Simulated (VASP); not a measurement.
# Pt (Im-3m) in VASP: notebook

Runs on Pt. Level: LDA. Tasks: single point, relaxation of cell and atoms.

Program: VASP 6.6.1. These are calculated values, not measurements. Logs are shortened: lines on timing, memory, paths and dates and some standing lists are left out, and cuts for length are marked.

### 1 The cell of the first run

Symmetry: Im-3m, No. 229, cubic system. Conventional cell: a = 3.103 Å, b = 3.103 Å, c = 3.103 Å, α = 90.00°, β = 90.00°, γ = 90.00°. Within 3.5 Å of Pt (site symmetry m-3m) lie 14 Pt at 2.69 to 3.10 Å.

### 2 Single point, LDA

Input file INCAR:

```
PREC = Accurate
ENCUT = 520
EDIFF = 1E-7
ISMEAR = -1
SIGMA = 0.1
LREAL = False
LASPH = True
NELM = 100
ALGO = Normal
ISIF = 2
LWAVE = False
LCHARG = False
GGA = CA
NBANDS = 11
```

Input file KPOINTS:

```
Automatic mesh
0
Gamma
  19 19 19
```

Input file POSCAR:

```
Pt
1.0
   -1.5514557101      1.5514557101      1.5514557101
    1.5514557101     -1.5514557101      1.5514557101
    1.5514557101      1.5514557101     -1.5514557101
Pt
1
Direct
    0.0000000000      0.0000000000      0.0000000000
```

Potentials or basis: VASP PAW LDA potentials, release 64 (Pt).

Started as:

```sh
cat potpaw_LDA.64/Pt/POTCAR > POTCAR
mpirun -np 1 vasp_std > vasp.out
```

OUTCAR:

```text
PREC = Accurate
   ENCUT = 520
   EDIFF = 1E-7
   ISMEAR = -1
   LREAL = False
   LASPH = True
   NELM = 100
   ISIF = 2
   GGA = CA

 ion  position               nearest neighbor table
   1  0.000  0.000  0.000-

  LATTYP: Found a body centered cubic cell.
 ALAT       =     3.1029114202

  Lattice vectors:

 A1 = (  -1.5514557101,   1.5514557101,   1.5514557101)
 A2 = (   1.5514557101,  -1.5514557101,   1.5514557101)
 A3 = (   1.5514557101,   1.5514557101,  -1.5514557101)

Analysis of symmetry for initial positions (statically):
=====================================================================
 Subroutine PRICEL returns:
 Original cell was already a primitive cell.

 Routine SETGRP: Setting up the symmetry group for a
 body centered cubic supercell.

 Subroutine GETGRP returns: Found 48 space group operations
 (whereof 48 operations were pure point group operations)
 out of a pool of 48 trial point group operations.

The static configuration has the point symmetry O_h .

Analysis of symmetry for dynamics (positions and initial velocities):
=====================================================================
 Subroutine PRICEL returns:
 Original cell was already a primitive cell.

 Routine SETGRP: Setting up the symmetry group for a
 body centered cubic supercell.

 Subroutine GETGRP returns: Found 48 space group operations
 (whereof 48 operations were pure point group operations)
 out of a pool of 48 trial point group operations.

The dynamic configuration has the point symmetry O_h .

 Subroutine INISYM returns: Found 48 space group operations
 (whereof 48 operations are pure point group operations),
 and found     1 'primitive' translations

----------------------------------------------------------------------------------------

                                     Primitive cell

  volume of cell :      14.9375

  direct lattice vectors                    reciprocal lattice vectors
    -1.551455710  1.551455710  1.551455710     0.000000000  0.322277972  0.322277972
     1.551455710 -1.551455710  1.551455710     0.322277972  0.000000000  0.322277972
     1.551455710  1.551455710 -1.551455710     0.322277972  0.322277972  0.000000000

  length of vectors
     2.687200116  2.687200116  2.687200116     0.455769879  0.455769879  0.455769879

  position of ions in fractional coordinates (direct lattice)
     0.000000000  0.000000000  0.000000000

  ion indices of the primitive-cell ions
   primitive index   ion index
                 1           1

----------------------------------------------------------------------------------------

 KPOINTS: Automatic mesh

Automatic generation of k-mesh.
 Grid dimensions read from file:
 generate k-points for:   19   19   19

 Generating k-lattice:

  Cartesian coordinates                     Fractional coordinates (reciprocal lattice)
     0.000000000  0.016961999  0.016961999     0.052631579  0.000000000  0.000000000
     0.016961999  0.000000000  0.016961999     0.000000000  0.052631579  0.000000000
     0.016961999  0.016961999  0.000000000     0.000000000  0.000000000  0.052631579

  Length of vectors
     0.023987888  0.023987888  0.023987888

  Shift w.r.t. Gamma in fractional coordinates (k-lattice)
     0.000000000  0.000000000  0.000000000

 Subroutine IBZKPT returns following result:
 ===========================================

 Found    220 irreducible k-points:

 Following reciprocal coordinates:
            Coordinates               Weight
  0.000000  0.000000  0.000000      1.000000
  0.052632  0.000000  0.000000     12.000000
  0.105263  0.000000  0.000000     12.000000
  0.157895  0.000000  0.000000     12.000000
  0.210526  0.000000  0.000000     12.000000
  0.263158  0.000000  0.000000     12.000000
[... 16 lines left out ...]
  0.263158  0.105263 -0.000000     48.000000
  0.315789  0.105263  0.000000     48.000000
 [... further k-points ...]
   k-points           NKPTS =    220   k-points in BZ     NKDIM =    220   number of bands    NBANDS=     11
   number of dos      NEDOS =    301   number of ions     NIONS =      1
   total plane-waves  NPLWV =   8000
   dimension x,y,z NGX =    20 NGY =   20 NGZ =   20
   dimension x,y,z NGXF=    40 NGYF=   40 NGZF=   40
   ions per type =               1
   NGX,Y,Z   is equivalent  to a cutoff of  12.37, 12.37, 12.37 a.u.
   NGXF,Y,Z  is equivalent  to a cutoff of  24.75, 24.75, 24.75 a.u.
 SYSTEM =  unknown system
   PREC   = accura    normal or accurate (medium, high low for compatibility)
   ISTART =      0    job   : 0-new  1-cont  2-samecut
   ICHARG =      2    charge: 1-file 2-atom 10-const
   ISPIN  =      1    spin polarized calculation?
   LNONCOLLINEAR =      F non collinear calculations
   LSORBIT =      F    spin-orbit coupling
   LASPH  =      T    aspherical Exc in radial PAW
   ENCUT  =  520.0 eV  38.22 Ry    6.18 a.u.   5.00  5.00  5.00*2*pi/ulx,y,z
   NELM   =    100;   NELMIN=  2; NELMDL= -5     # of ELM steps
   EDIFF  = 0.1E-06   stopping-criterion for ELM
   LREAL  =      F    real-space projection
   EDIFFG = 0.1E-05   stopping-criterion for IOM
   NSW    =      0    number of steps for IOM
   IBRION =     -1    ionic relax: 0-MD 1-quasi-New 2-CG
   NFREE  =      0    steps in history (QN), initial steepest desc. (CG)
   ISIF   =      2    stress and relaxation
   ISYM   =      2    0-nonsym 1-usesym 2-fastsym
   POTIM  = 0.5000    time-step for ionic-motion
   TEBEG  =    0.0;   TEEND  =   0.0 temperature during run
   PSTRESS=    0.0 pullay stress
   NELECT =      10.0000    total number of electrons
   NUPDOWN=      -1.0000    fix difference up-down
   EMIN   =  10.00;   EMAX   =-10.00  energy-range for DOS
   EFERMI =   0.00;   METHOD = LEGACY
   ISMEAR =    -1;   SIGMA  =   0.10  broadening in eV -4-tet -1-fermi 0-gaus
   EFERMI_NEDOS =   21; number of points for ismear=-14 and -15
   IALGO  =     38    algorithm
   IMIX   =      4    mixing-type and parameters
     AMIX     =   0.40;   BMIX     =  1.00
     AMIX_MAG =   1.60;   BMIX_MAG =  1.00
  volume/ion in A,a.u.               =      14.94       100.80
  Fermi-wavevector in a.u.,A,eV,Ry     =   1.432129  2.706331 27.905458  2.050993
  Thomas-Fermi vector in A             =   2.551790
   LORBIT       =      0    0 simple, 1 ext, 2 COOP (PROOUT), +10 PAW based schemes
   GGA     = CA    functional components
   LHFCALC =     F    Hartree Fock is set to
   AEXX    =    0.0000 exact exchange contribution
   IVDW    =     0    specifies the selected vdW correction
   LEPSILON=     F    determine dielectric tensor
   LRPA    =     F    only Hartree local field effects (RPA)
 non-spin polarized calculation
  energy-cutoff  :      520.00
  volume of cell :       14.94
 maximum number of plane-waves:       420
   NGX =  9   NGY =  9   NGZ =  9

 number of electron      10.0000000 magnetization

 Free energy of the ion-electron system (eV)
  ---------------------------------------------------
  ext. energy  EPLUGINS =         0.00000000
  ---------------------------------------------------
  free energy    TOTEN  =        -7.40111325 eV

  energy without entropy =       -7.36447030  energy(sigma->0) =       -7.38279177

 E-fermi :  11.0945     XC(G=0): -13.7380

 val. band max:       11.0939081736   @ k =   0.4737   0.0526   0.0000
 cond. band min:      11.0976781343   @ k =  -0.2632   0.3158   0.1579
 fundamental gap:      0.0037699607
 Fermi energy:        11.0944794779

 k-point     1 :       0.0000    0.0000    0.0000
  band No.  band energies     occupation
      1       0.9830      2.00000
      2       7.2749      2.00000
      3       7.2749      2.00000
      4       7.2749      2.00000
      5      10.0265      1.99995
      6      10.0265      1.99995
      7      28.1334      0.00000
      8      28.1334      0.00000
      9      28.1334      0.00000
     10      38.9563      0.00000
     11      38.9563      0.00000

 k-point     2 :       0.0526    0.0000    0.0000
  band No.  band energies     occupation
      1       1.1027      2.00000
      2       7.2256      2.00000
      3       7.2746      2.00000
      4       7.3733      2.00000
      5       9.9600      1.99998
      6      10.0296      1.99995
      7      28.1984      0.00000
      8      28.2626      0.00000
      9      28.3140      0.00000
     10      37.1776      0.00000
     11      37.8052      0.00000

 k-point     3 :       0.1053    0.0000    0.0000
  band No.  band energies     occupation
      1       1.4525      2.00000
      2       7.0859      2.00000
      3       7.2672      2.00000
      4       7.6646      2.00000
      5       9.7971      2.00000
      6      10.0405      1.99995
      7      28.3272      0.00000
      8      28.5250      0.00000
      9      28.8447      0.00000
     10      35.4727      0.00000
     11      36.0362      0.00000

 k-point     4 :       0.1579    0.0000    0.0000
  band No.  band energies     occupation
      1       1.9996      2.00000
      2       6.8775      2.00000
      3       7.2439      2.00000
      4       8.1370      2.00000
      5       9.6272      2.00000
      6      10.0634      1.99993
      7      28.2997      0.00000
      8      28.4722      0.00000
      9      29.6936      0.00000
     10      34.3949      0.00000
     11      34.5569      0.00000

 k-point     5 :       0.2105    0.0000    0.0000
  band No.  band energies     occupation
      1       2.6727      2.00000
      2       6.6297      2.00000
      3       7.2367      2.00000
      4       8.7685      2.00000
      5       9.5384      2.00000
      6      10.1021      1.99990
      7      27.4653      0.00000
      8      27.8457      0.00000
      9      30.8116      0.00000
     10      34.0797      0.00000
     11      34.2435      0.00000

 k-point     6 :       0.2632    0.0000    0.0000
  band No.  band energies     occupation
      1       3.3320      2.00000
      2       6.3731      2.00000
      3       7.3795      2.00000
      4       9.5236      2.00000
      5       9.5629      2.00000
      6      10.1577      1.99983
      7      25.5995      0.00000
      8      27.0121      0.00000
      9      32.1341      0.00000
     10      33.0447      0.00000
     11      34.4661      0.00000

 k-point     7 :       0.3158    0.0000    0.0000
  band No.  band energies     occupation
      1       3.7860      2.00000
      2       6.1351      2.00000
      3       7.8768      2.00000
      4       9.6789      2.00000
      5      10.2263      1.99966
      6      10.3474      1.99886
      7      23.4179      0.00000
      8      26.0842      0.00000
      9      31.1097      0.00000
     10      33.5747      0.00000
     11      35.1040      0.00000

 k-point     8 :       0.3684    0.0000    0.0000
  band No.  band energies     occupation
      1       3.9633      2.00000
      2       5.9379      2.00000
      3       8.7616      2.00000
      4       9.8663      1.99999
      5      10.2979      1.99931
      6      11.1557      0.70289
      7      21.2473      0.00000
      8      25.2700      0.00000
      9      29.4198      0.00000
     10      35.0083      0.00000
     11      35.5825      0.00000
[... 141 lines left out ...]
 k-point    19 :       0.4737    0.0526    0.0000
  band No.  band energies     occupation
      1       4.0308      2.00000
      2       5.7408      2.00000
      3       9.8123      1.99999
      4      10.0270      1.99995
      5      11.0939      1.00286
      6      12.7866      0.00000
      7      17.8326      0.00000
      8      24.3956      0.00000
      9      27.0911      0.00000
     10      35.2865      0.00000
     11      36.8224      0.00000

 k-point    20 :       0.1053    0.1053    0.0000
  band No.  band energies     occupation
      1       2.3182      2.00000
      2       6.8845      2.00000
      3       7.0241      2.00000
      4       8.5070      2.00000
      5       9.4897      2.00000
      6      10.1398      1.99986
      7      28.3143      0.00000
      8      28.6113      0.00000
      9      29.5391      0.00000
     10      33.0066      0.00000
     11      34.6875      0.00000

 k-point    21 :       0.1579    0.1053    0.0000
  band No.  band energies     occupation
      1       2.9791      2.00000
      2       6.6791      2.00000
      3       6.9296      2.00000
      4       9.1976      2.00000
      5       9.3904      2.00000
      6      10.2195      1.99968
      7      27.4053      0.00000
      8      27.8887      0.00000
      9      30.2747      0.00000
     10      31.8131      0.00000
     11      34.5952      0.00000

 k-point    22 :       0.2105    0.1053    0.0000
  band No.  band energies     occupation
      1       3.6425      2.00000
      2       6.4333      2.00000
      3       6.9865      2.00000
      4       9.3951      2.00000
      5      10.0173      1.99996
      6      10.3189      1.99914
      7      25.5030      0.00000
      8      27.0848      0.00000
      9      30.4139      0.00000
     10      31.4597      0.00000
     11      35.4784      0.00000

 k-point    23 :       0.2632    0.1053   -0.0000
  band No.  band energies     occupation
      1       4.1078      2.00000
      2       6.2034      2.00000
      3       7.3495      2.00000
      4       9.5138      2.00000
      5      10.3379      1.99897
      6      11.0046      1.42147
      7      23.3337      0.00000
      8      26.1708      0.00000
      9      29.2635      0.00000
     10      32.6180      0.00000
     11      36.4828      0.00000

 k-point    24 :       0.3158    0.1053    0.0000
  band No.  band energies     occupation
      1       4.2812      2.00000
      2       6.0170      2.00000
      3       8.0428      2.00000
      4       9.6902      2.00000
      5      10.4394      1.99715
      6      11.9757      0.00030
      7      21.1720      0.00000
      8      25.3621      0.00000
      9      28.1220      0.00000
     10      33.8442      0.00000
     11      36.6165      0.00000

 [... further k-points ...]
[... 5 lines left out ...]
  --------------------------------------------------------------------------------------
  -------------------------------------------------------------------------------------
  Total        0.0672988      0.0672988      0.0672988     -0.0000000     -0.0000000     -0.0000000
  in kB        7.2183835      7.2183835      7.2183835     -0.0000000     -0.0000000     -0.0000000
  external PRESSURE =       7.2183835 kB  Pullay stress =       0.0000000 kB

 VOLUME and BASIS-vectors are now :
 -----------------------------------------------------------------------------
  energy-cutoff  :      520.00
  volume of cell :       14.94
      direct lattice vectors                 reciprocal lattice vectors
    -1.551455710  1.551455710  1.551455710     0.000000000  0.322277972  0.322277972
     1.551455710 -1.551455710  1.551455710     0.322277972  0.000000000  0.322277972
     1.551455710  1.551455710 -1.551455710     0.322277972  0.322277972  0.000000000

 POSITION                                       TOTAL-FORCE (eV/Angst)
 -----------------------------------------------------------------------------------
      0.00000      0.00000      0.00000         0.000000     -0.000000     -0.000000
 -----------------------------------------------------------------------------------
    total drift:                                0.000000     -0.000000      0.000000

  FREE ENERGIE OF THE ION-ELECTRON SYSTEM (eV)
  ---------------------------------------------------
  free  energy   TOTEN  =        -7.4011132485 eV

  energy  without entropy=       -7.3644702991  energy(sigma->0) =       -7.38279177
```

Wall time 44 s (1 thread of AMD EPYC 7R43 (Zen 3), shared host); peak memory 0.11 GiB.

What came out:

| Property | Result |
| --- | --- |
| Free energy | -7.4011 eV |
| Pressure | 0.7 GPa |
| Band gap on the k mesh | zero (band 5 reaches 12.15 eV, above the bottom of band 6 at 9.89 eV) |

Levels at points of the mesh, in eV from the Fermi level:
```tsv
k point	band 1	band 2	band 3	band 4	band 5	band 6	band 7	band 8	band 9	band 10
(0.00, 0.00, 0.00)	-10.11	-3.82	-3.82	-3.82	-1.07	-1.07	17.04	17.04	17.04	27.86
```

Caveat: spin-orbit coupling is left out, which moves the levels of the heavy elements.

### 3 Single point, LDA

Input file INCAR:

```
SYSTEM = Pt
PREC = Accurate
ENCUT = 520
EDIFF = 1E-6
ISMEAR = -1
SIGMA = 0.1
LREAL = .FALSE.
LASPH = .TRUE.
NELM = 80
ALGO = Normal
ISIF = 2
LWAVE = .FALSE.
LCHARG = .TRUE.
GGA = CA
LELF = .TRUE.
LVHAR = .TRUE.
NBANDS = 11
```

Input file KPOINTS:

```
regular mesh
0
G
  19 19 19
  0 0 0
```

POSCAR is that of step 2.

Potentials or basis: VASP PAW LDA potentials, release 64 (Pt).

Started as:

```sh
cat potpaw_LDA.64/Pt/POTCAR > POTCAR
mpirun -np 1 vasp_std > vasp.out
```

Run time: 44 s. Hardware: 1 thread of AMD EPYC 7R43 (Zen 3), shared host; peak memory 0.11 GiB.

The run converged. Its results:

| Quantity | Value |
| --- | --- |
| Free energy | -7.4011 eV |
| Pressure | 0.7 GPa |
| Band gap on the k mesh | zero (band 5 reaches 12.15 eV, above the bottom of band 6 at 9.89 eV) |

Levels at points of the mesh, in eV from the Fermi level:
| k point | band 1 | band 2 | band 3 | band 4 | band 5 | band 6 | band 7 | band 8 | band 9 | band 10 |
| --- | --- | --- | --- | --- | --- | --- | --- | --- | --- | --- |
| (0.00, 0.00, 0.00) | -10.11 | -3.82 | -3.82 | -3.82 | -1.07 | -1.07 | 17.04 | 17.04 | 17.04 | 27.86 |

Caveat: spin-orbit coupling is left out, which moves the levels of the heavy elements.

(Part 1 of 2 ends here.)
